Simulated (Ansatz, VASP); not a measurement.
## One calculation of AlN, two programs

```
Al N
1.0
     3.06588    0.00000    0.00000
    -1.53294    2.65513    0.00000
     0.00000    0.00000    9.93258
Al N
4 4
Direct
  0.00000 0.00000 0.99873
  0.33333 0.66667 0.24984
  0.00000 0.00000 0.49873
  0.66667 0.33333 0.74984
  0.00000 0.00000 0.18821
  0.33333 0.66667 0.43822
  0.00000 0.00000 0.68821
  0.66667 0.33333 0.93822
```

Alike in both runs: task single point; functional r2SCAN; k mesh 9 × 9 × 2; no spin polarisation.

|  | VASP | Ansatz |
| --- | --- | --- |
| version | VASP 6.6.1 | Ansatz 0.2.0 |
| potentials or method | VASP PAW PBE potentials, release 64 (Al, N) | plane waves, PAW |
| plane-wave cutoff (eV) | 520 | 500 |
| occupations | gaussian, width 0.01 eV | fixed |
| valence electrons in the cell | 32 | 32 |

|  | VASP | Ansatz | Ansatz less VASP |
| --- | --- | --- | --- |
| gap on the k mesh at the Fermi level (eV) | 4.84 | 4.85 | +0.005 |
| pressure (GPa) | 6.4 | 6.8 | +0.37 |
| traceless stress, the component that is largest in VASP (GPa) | -0.13 | -0.14 | -0.010 |
| rms of the force components (eV/Å) | 0.005 | 0.004 | -0.0010 |

VASP's potentials were made for PBE, not for r2SCAN. Atom by atom the forces differ by 0.001 eV/Å (rms over components).
